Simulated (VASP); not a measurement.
Crystal: MgO (Periclase).

```
CELL_PARAMETERS angstrom
0.00000 2.10217 2.10217
2.10217 0.00000 2.10217
2.10217 2.10217 0.00000
ATOMIC_POSITIONS crystal
Mg 0.00000 0.00000 0.00000
O 0.50000 0.50000 0.50000
```

Base run:

```yaml
Program: VASP 6.6.1
Functional: r2SCAN0
Potentials_or_basis: VASP PAW PBE potentials, release 64 (Mg, O)
Cutoff: 520 eV
k_mesh: 8 × 8 × 8
Occupations: gaussian, width 0.01 eV
Spin: no spin polarisation
```

Its results: band gap on the k mesh 7.84 eV, direct; pressure -4.2 GPa.

Question: The run is repeated on the same cell with these changes: functional from r2SCAN0 to PBE0. What comes out?

Answer: Band gap on the k mesh 7.24 eV, direct; pressure -0.6 GPa.

Caveats: the PAW data sets were made with another functional, which shifts forces and pressure a little.

